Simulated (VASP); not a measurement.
# ZnS (Fm-3m) in VASP: notebook, part 2 of 2

VASP 6.6.1.

### 5 Single point, PBE

This run uses another cell than the first one, of 16.62 Å³/atom, 1.064 times its volume.

File INCAR:

```
PREC     = Accurate       # precision mode
ENCUT    = 520            # plane-wave cutoff, eV
EDIFF    = 1E-7           # SCF threshold, eV
ISMEAR   = -1             # smearing method
SIGMA    = 0.02           # smearing width, eV
LREAL    = False          # projectors in reciprocal space
LASPH    = True           # aspherical terms in the spheres
NELM     = 80             # most SCF steps
ALGO     = Normal         # electronic algorithm
ISIF     = 2              # what is computed and relaxed
LWAVE    = False          # write WAVECAR
LCHARG   = True           # write CHGCAR
GGA      = PE             # functional
LELF     = True           # ELF
LVHAR    = True         
NBANDS   = 16             # bands
```

File KPOINTS:

```
Automatic mesh
0
Gamma
  8 8 8
```

File POSCAR:

```
ZnS
1.0
    0.0000000000      2.5518826683      2.5518826683
    2.5518826683      0.0000000000      2.5518826683
    2.5518826683      2.5518826683      0.0000000000
Zn S
1 1
Direct
    0.0000000000      0.0000000000      0.0000000000
    0.5000000000      0.5000000000      0.5000000000
```

Potentials or basis: VASP PAW PBE potentials, release 64 (Zn, S).

Started as:

```console
cat potpaw_PBE.64/Zn/POTCAR potpaw_PBE.64/S/POTCAR > POTCAR
mpirun -np 1 vasp_std > vasp.out
```

OUTCAR:

```text
PREC = Accurate
   ENCUT = 520
   EDIFF = 1E-7
   ISMEAR = -1
   LREAL = False
   LASPH = True
   NELM = 80
   ISIF = 2
   GGA = PE

 ion  position               nearest neighbor table
   1  0.000  0.000  0.000-   2 2.55   2 2.55   2 2.55   2 2.55   2 2.55   2 2.55
   2  0.500  0.500  0.500-   1 2.55   1 2.55   1 2.55   1 2.55   1 2.55   1 2.55

  LATTYP: Found a face centered cubic cell.
 ALAT       =     5.1037653366

  Lattice vectors:

 A1 = (   0.0000000000,   2.5518826683,   2.5518826683)
 A2 = (   2.5518826683,   0.0000000000,   2.5518826683)
 A3 = (   2.5518826683,   2.5518826683,   0.0000000000)

Analysis of symmetry for initial positions (statically):
[... 33 lines left out ...]
                                     Primitive cell

  volume of cell :      33.2363

  direct lattice vectors                    reciprocal lattice vectors
     0.000000000  2.551882668  2.551882668    -0.195933773  0.195933773  0.195933773
     2.551882668  0.000000000  2.551882668     0.195933773 -0.195933773  0.195933773
     2.551882668  2.551882668  0.000000000     0.195933773  0.195933773 -0.195933773

  length of vectors
     3.608907079  3.608907079  3.608907079     0.339367250  0.339367250  0.339367250

  position of ions in fractional coordinates (direct lattice)
     0.000000000  0.000000000  0.000000000
     0.500000000  0.500000000  0.500000000

  ion indices of the primitive-cell ions
   primitive index   ion index
                 1           1
                 2           2

----------------------------------------------------------------------------------------

 KPOINTS: Automatic mesh

Automatic generation of k-mesh.
 Grid dimensions read from file:
 generate k-points for:    8    8    8

 Generating k-lattice:

  Cartesian coordinates                     Fractional coordinates (reciprocal lattice)
    -0.024491722  0.024491722  0.024491722     0.125000000  0.000000000  0.000000000
[... 73 lines left out ...]
   EFERMI =   0.00;   METHOD = LEGACY
   ISMEAR =    -1;   SIGMA  =   0.02  broadening in eV -4-tet -1-fermi 0-gaus
   EFERMI_NEDOS =   21; number of points for ismear=-14 and -15
   IALGO  =     38    algorithm
   IMIX   =      4    mixing-type and parameters
     AMIX     =   0.40;   BMIX     =  1.00
     AMIX_MAG =   1.60;   BMIX_MAG =  1.00
  volume/ion in A,a.u.               =      16.62       112.14
  Fermi-wavevector in a.u.,A,eV,Ry     =   1.334427  2.521702 24.227848  1.780697
  Thomas-Fermi vector in A             =   2.463210
   LORBIT       =      0    0 simple, 1 ext, 2 COOP (PROOUT), +10 PAW based schemes
   GGA     = PE    functional components
   LHFCALC =     F    Hartree Fock is set to
   AEXX    =    0.0000 exact exchange contribution
   IVDW    =     0    specifies the selected vdW correction
   LEPSILON=     F    determine dielectric tensor
   LRPA    =     F    only Hartree local field effects (RPA)
 non-spin polarized calculation
  energy-cutoff  :      520.00
  volume of cell :       33.24
 maximum number of plane-waves:       934
   NGX = 13   NGY = 13   NGZ = 13

 number of electron      18.0000002 magnetization

 Free energy of the ion-electron system (eV)
  ---------------------------------------------------
  ext. energy  EPLUGINS =         0.00000000
  ---------------------------------------------------
  free energy    TOTEN  =        -6.21592490 eV

  energy without entropy =       -6.21521172  energy(sigma->0) =       -6.21556831

 E-fermi :   3.8341     XC(G=0): -10.7860

 val. band max:        3.7950720011   @ k =  -0.2500   0.1250   0.0000
 cond. band min:       4.3404639878   @ k =   0.3750   0.3750   0.0000
 fundamental gap:      0.5453919867
 Fermi energy:         3.8341019153

 k-point     1 :       0.0000    0.0000    0.0000
  band No.  band energies     occupation
      1      -9.9607      2.00000
      2      -2.4605      2.00000
      3      -2.4605      2.00000
      4      -2.4462      2.00000
      5      -2.4462      2.00000
      6      -2.4462      2.00000
[... 433 lines left out ...]
      3      -2.6861      2.00000
      4      -2.6350      2.00000
      5      -2.2791      2.00000
      6      -2.2523      2.00000
[... 8 lines left out ...]
     15      16.5385      0.00000
     16      19.5202      0.00000

 [... further k-points ...]

------------------------ aborting loop because EDIFF is reached ----------------------------------------

  FORCE on cell =-STRESS in cart. coord.  units (eV):
  Direction    XX          YY          ZZ          XY          YZ          ZX
  --------------------------------------------------------------------------------------
  -------------------------------------------------------------------------------------
  Total        0.0287938      0.0287938      0.0287938      0.0000000     -0.0000000      0.0000000
  in kB        1.3880265      1.3880265      1.3880265      0.0000000     -0.0000000      0.0000000
  external PRESSURE =       1.3880265 kB  Pullay stress =       0.0000000 kB

 VOLUME and BASIS-vectors are now :
 -----------------------------------------------------------------------------
  energy-cutoff  :      520.00
  volume of cell :       33.24
      direct lattice vectors                 reciprocal lattice vectors
     0.000000000  2.551882668  2.551882668    -0.195933773  0.195933773  0.195933773
     2.551882668  0.000000000  2.551882668     0.195933773 -0.195933773  0.195933773
     2.551882668  2.551882668  0.000000000     0.195933773  0.195933773 -0.195933773

 POSITION                                       TOTAL-FORCE (eV/Angst)
 -----------------------------------------------------------------------------------
      0.00000      0.00000      0.00000        -0.000000      0.000000     -0.000000
      2.55188      2.55188      2.55188         0.000000     -0.000000      0.000000
 -----------------------------------------------------------------------------------
    total drift:                               -0.000000      0.000000      0.000000

  FREE ENERGIE OF THE ION-ELECTRON SYSTEM (eV)
  ---------------------------------------------------
  free  energy   TOTEN  =        -6.2159249013 eV

  energy  without entropy=       -6.2152117208  energy(sigma->0) =       -6.21556831
```

OSZICAR:

```text
N       E                     dE             d eps       ncg     rms          rms(c)
DAV:   1     0.813087135083E+02    0.81309E+02   -0.90151E+03   960   0.142E+03
DAV:   2    -0.183757552585E+01   -0.83146E+02   -0.77866E+02  1048   0.255E+02
DAV:   3    -0.665469673351E+01   -0.48171E+01   -0.47913E+01  1144   0.590E+01
DAV:   4    -0.669640264952E+01   -0.41706E-01   -0.41700E-01  1112   0.562E+00
DAV:   5    -0.669680422045E+01   -0.40157E-03   -0.40156E-03  1168   0.546E-01    0.687E+00
DAV:   6    -0.624640785568E+01    0.45040E+00   -0.77378E-01  1336   0.281E+01    0.534E+00
DAV:   7    -0.621867795435E+01    0.27730E-01   -0.17687E-01  1096   0.405E+00    0.270E+00
DAV:   8    -0.621602233024E+01    0.26556E-02   -0.54045E-03  1248   0.101E+00    0.596E-01
DAV:   9    -0.621587590063E+01    0.14643E-03   -0.13725E-03  1160   0.308E-01    0.626E-02
DAV:  10    -0.621593343699E+01   -0.57536E-04   -0.14706E-04  1104   0.898E-02    0.279E-02
DAV:  11    -0.621592511063E+01    0.83264E-05   -0.21461E-05  1240   0.448E-02    0.670E-03
DAV:  12    -0.621592505038E+01    0.60241E-07   -0.25952E-06  1128   0.109E-02    0.206E-03
DAV:  13    -0.621592489885E+01    0.15154E-06   -0.75246E-08   824   0.223E-03    0.669E-04
DAV:  14    -0.621592490129E+01   -0.24411E-08   -0.62091E-09   544   0.110E-03
   1 F= -.62159249E+01 E0= -.62155683E+01  d E =-.713181E-03
```

stdout:

```text
POSCAR found type information on POSCAR ZnS
 POSCAR found :  2 types and       2 ions
 scaLAPACK will be used
 LDA part: xc-table for (Slater+PW92), standard interpolation
 POSCAR, INCAR and KPOINTS ok, starting setup
 FFT: planning ... GRIDC
 FFT: planning ... GRID_SOFT
 FFT: planning ... GRID
 WAVECAR not read
 entering main loop
```

Wall time 30 s (1 thread of Intel Xeon Platinum 8259CL at 2.50GHz (Skylake/Cascade Lake), shared host); peak memory 0.16 GiB.

Results:

```
Free energy            : -6.2159 eV
Pressure               : 0.1 GPa
Band gap on the k mesh : zero (band 9 reaches 3.80 eV, above the bottom of band 10 at 3.51 eV)
```

### 6 Overview

```tsv
cell	gap on the mesh (eV)	pressure (GPa)
a = 3.535 Å, angles 60.0°, 2 atoms	none	6.3
a = 3.579 Å, angles 60.0°, 2 atoms	none	2.4
a = 3.572 Å, angles 60.0°, 2 atoms	none	3.0
a = 3.609 Å, angles 60.0°, 2 atoms	none	0.1
```

Alike in all rows: task single point; level PBE; potentials or basis VASP PAW PBE potentials, release 64 (Zn, S); no spin polarisation; k mesh 8 × 8 × 8; cutoff (eV) 520; smearing fermi-dirac 0.02 eV.

Total energies depend on the potentials used, so only differences within one code and one set of settings carry meaning.
